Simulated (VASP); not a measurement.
Input of a VASP 6.6.1 run:

File INCAR:

```
PREC = Accurate
ENCUT = 520
EDIFF = 1E-6
ISMEAR = -1
SIGMA = 0.08
LREAL = F
LASPH = T
NELM = 100
ALGO = Normal
ISIF = 2
LWAVE = F
LCHARG = F
GGA = PE
NBANDS = 10
```

The input KPOINTS:

```
regular mesh
0
Gamma
  17 17 17
```

Contents of POSCAR:

```
Os
1.0
    2.4878202952      0.0000000000      0.0000000000
    0.0000000000      2.4878202952      0.0000000000
    0.0000000000      0.0000000000      2.4878202952
Os
1
Direct
    0.0000000000      0.0000000000      0.0000000000
```

Potentials or basis: VASP PAW PBE potentials, release 64 (Os).

Command:

```sh
$ cat potpaw_PBE.64/Os/POTCAR > POTCAR
$ mpirun -np 1 vasp_std > vasp.out
```

**Question.** Estimate the band gap on the k mesh.

**Answer.** Zero (band 4 reaches 13.58 eV, above the bottom of band 5 at 7.17 eV).

**Question.** What does it give for the pressure?

**Answer.** 27.3 GPa.

Caveat: spin-orbit coupling is left out, which moves the levels of the heavy elements.
